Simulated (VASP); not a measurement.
A run of VASP 6.6.1 is set up as follows.

POSCAR

```
Ag
1.0
    0.0000000000      1.9663051111      1.9663051111
    1.9663051111      0.0000000000      1.9663051111
    1.9663051111      1.9663051111      0.0000000000
Ag
1
Direct
    0.0000000000      0.0000000000      0.0000000000
```

The input INCAR.step1:

```
SYSTEM = Ag
  PREC = Accurate
  ENCUT = 520
  ISMEAR = -1
  SIGMA = 0.1
  LREAL = .FALSE.
  LASPH = .TRUE.
  NELM = 80
  NBANDS = 12
  GGA = PE
  ALGO = Normal
  EDIFF = 1E-4
  LWAVE = .TRUE.
  LCHARG = .FALSE.
```

INCAR.step2

```
SYSTEM = Ag
  PREC = Accurate
  ENCUT = 520
  EDIFF = 1E-6
  ISMEAR = -1
  SIGMA = 0.1
  LREAL = .FALSE.
  LASPH = .TRUE.
  NELM = 80
  ALGO = Normal
  ISIF = 2
  LWAVE = .FALSE.
  LCHARG = .FALSE.
  METAGGA = R2SCAN
  LMIXTAU = .TRUE.
  NBANDS = 12
  ISTART = 1
```

KPOINTS

```
Automatic mesh
0
G
  22 22 22
  0 0 0
```

Potentials or basis: VASP PAW PBE potentials, release 64 (Ag).

Launch:

```bash
$ cat potpaw_PBE.64/Ag/POTCAR > POTCAR
$ cp INCAR.step1 INCAR
$ mpirun -np 1 vasp_std > vasp.out
$ cp INCAR.step2 INCAR
$ mpirun -np 1 vasp_std > vasp.out
```

Problem. Estimate the pressure.

Solution. 19.5 GPa.

Problem. Predict the band gap on the k mesh.

Solution. Zero (an odd number of electrons rules out a gap without spin polarisation).

Caveat: the cell stands under pressure; the PAW data sets were made with another functional, which shifts forces and pressure a little.
